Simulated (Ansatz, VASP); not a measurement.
**One calculation of InAs, two programs**

The input INCAR:

```
PREC = Accurate ; ENCUT = 600
EDIFF = 1E-7 ; ISMEAR = -1
SIGMA = 0.08 ; LREAL = False
LASPH = True ; NELM = 80
ALGO = Normal ; ISIF = 3
LWAVE = False ; LCHARG = False
IBRION = 2 ; NSW = 100
EDIFFG = -0.002
```

The input KPOINTS:

```
regular mesh
0
Gamma
  14 14 14
```

Contents of POSCAR:

```
InAs
1.0
    0.0000000000      3.0180000000      3.0180000000
    3.0180000000      0.0000000000      3.0180000000
    3.0180000000      3.0180000000      0.0000000000
In As
1 1
Direct
    0.0000000000      0.0000000000      0.0000000000
    0.7500000000      0.7500000000      0.7500000000
```

Input for Ansatz:

```yaml
crystal:
  lattice:
    - [0.0, 3.018, 3.018]
    - [3.018, 0.0, 3.018]
    - [3.018, 3.018, 0.0]
  atoms:
    - { symbol: In, position: [0.0, 0.0, 0.0] }
    - { symbol: As, position: [0.75, 0.75, 0.75] }
kpoints:
  mp_grid: { grid: [14, 14, 14] }
scf:
  occupations: { method: fermi_dirac, width: 0.08 }
hamiltonian:
  xc: lda
  pseudopotentials: { kind: paw }
relax:
  f_tol: 0.002
  max_steps: 80
  cell: {}
output:
  forces: true
  stress: true
```

Alike in both runs: task relaxation of cell and atoms; functional LDA; k mesh 14 × 14 × 14; occupations fermi-dirac, width 0.08 eV; no spin polarisation.

|  | VASP | Ansatz |
| --- | --- | --- |
| version | VASP 6.6.1 | Ansatz 0.2.0 |
| potentials or method | VASP PAW LDA potentials, release 64 (In_d, As) | PAW with Ansatz's default frozen-core files, scalar-relativistic |
| plane-wave cutoff (eV) | 600 | 420 |
| valence electrons in the cell | 18 | 28 |

```tsv
	VASP	Ansatz	Ansatz less VASP
relaxed volume (Å³/atom)	27.43	27.35	-0.082
relaxed length of the cell vector where the two differ most in proportion (Å)	4.265	4.261	-0.0043
```

LDA's correlation is that of Perdew and Zunger in VASP and of Perdew and Wang (1992) in Ansatz. VASP's potentials hold 18 valence electrons a cell and Ansatz's 28, so a difference there can come from the potentials and not from the codes.
